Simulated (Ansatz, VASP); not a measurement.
Two plane-wave programs on Ir

The input INCAR:

```
ALGO     = Normal         # electronic algorithm
EDIFF    = 1E-6           # SCF threshold, eV
ENCUT    = 560            # plane-wave cutoff, eV
GGA_COMPAT= F            
ISIF     = 2              # what is computed and relaxed
ISMEAR   = 0              # smearing method
LASPH    = T              # aspherical terms in the spheres
LCHARG   = F              # write CHGCAR
LREAL    = F              # projectors in reciprocal space
LWAVE    = F              # write WAVECAR
NBANDS   = 14             # bands
NELM     = 120            # most SCF steps
PREC     = Accurate       # precision mode
SIGMA    = 0.15           # smearing width, eV
```

KPOINTS

```
k-points
0
Gamma
  22 22 22
```

POSCAR

```
Ir
1.0
    0.0143977500      1.9197000000      1.9197000000
    1.9197000000      0.0143977500      1.9197000000
    1.9340977500      1.9340977500      0.0000000000
Ir
1
Direct
    0.0000000000      0.0000000000      0.0000000000
```

Input for Ansatz:

```yaml
crystal:
  lattice:
    - [0.01439775, 1.9197, 1.9197]
    - [1.9197, 0.01439775, 1.9197]
    - [1.93409775, 1.93409775, 0.0]
  atoms:
    - { symbol: Ir, position: [0.0, 0.0, 0.0] }
basis:
  ecutwfc: 420
kpoints:
  mp_grid: { grid: [22, 22, 22] }
hamiltonian:
  xc: lda
scf:
  occupations: { method: gaussian, width: 0.15 }
output:
  forces: true
  stress: true
  eigenvalues: true
```

Change from the starting cell: strain +0.0150 x Voigt [0, 0, 0, 0, 0, 1], atoms carried along.

Alike in both runs: task single point; functional LDA; k mesh 22 × 22 × 22; occupations gaussian, width 0.15 eV; no spin polarisation.

```csv
,VASP,Ansatz
version,VASP 6.6.1,Ansatz 0.2.0
potentials or method,"VASP PAW LDA potentials, release 64 (Ir_sv_GW), cutoff 560 eV","scalar-relativistic, plane waves, PAW"
valence electrons in the cell,17,17
```

VASP gave:

```
gap on the k mesh at the Fermi level (eV)                     : none
pressure (GPa)                                                : -8.7
traceless stress, the component that is largest in VASP (GPa) : -4.02
```

Problem. Estimate Ansatz's values.

Solution. gap on the k mesh at the Fermi level (eV): none; pressure (GPa): -8.3; traceless stress, the component that is largest in VASP (GPa): -4.00.

LDA's correlation is that of Perdew and Zunger in VASP and of Perdew and Wang (1992) in Ansatz. A gap of «none» marks a metal or a gap that the smearing closes.

Spin-orbit coupling is off throughout.
